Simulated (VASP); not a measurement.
Input of a VASP 6.6.1 run:

INCAR

```
SYSTEM = CoO
ALGO = Normal
EDIFF = 1E-6
ENCUT = 600
GGA = PE
GGA_COMPAT = .False.
ISIF = 2
ISMEAR = 0
ISPIN = 2
LASPH = .True.
LCHARG = .False.
LDAU = .True.
LDAUJ = 0 0
LDAUL = 2 -1
LDAUPRINT = 1
LDAUTYPE = 2
LDAUU = 3.3 0
LMAXMIX = 4
LORBIT = 11
LREAL = .False.
LWAVE = .False.
MAGMOM = 2.88 0.24
NBANDS = 22
NELM = 200
PREC = Accurate
SIGMA = 0.05
```

KPOINTS

```
k-points
0
Gamma
  10 10 10
  0 0 0
```

Contents of POSCAR:

```
CoO
1.0
    0.0000000000      2.1695022087      2.1695022087
    2.1695022087      0.0000000000      2.1695022087
    2.1695022087      2.1695022087      0.0000000000
Co O
1 1
Direct
    0.0000000000      0.0000000000      0.0000000000
    0.5000000000      0.5000000000      0.5000000000
```

Potentials or basis: VASP PAW PBE potentials, release 64 (Co_sv, O).

Command:

```bash
$ cat potpaw_PBE.64/Co_sv/POTCAR potpaw_PBE.64/O/POTCAR > POTCAR
$ mpirun -np 1 vasp_std > vasp.out
```

Task: Predict the pressure.

Result: -11.3 GPa.

Task: Predict the band gap on the k mesh.

Result: Zero (filled and empty bands overlap).

Eigenvalues of the final occupation matrices:
| site | spin | trace | eigenvalues |
| --- | --- | --- | --- |
| site 1 d | 1 | 4.68 | 0.92 0.92 0.92 0.95 0.95 |
| site 1 d | 2 | 2.01 | 0.09 0.09 0.61 0.61 0.61 |

Caveat: a cell with one magnetic atom can't hold antiferromagnetic order, which such compounds often take. The state reached can hang on the start; a lower one may exist.
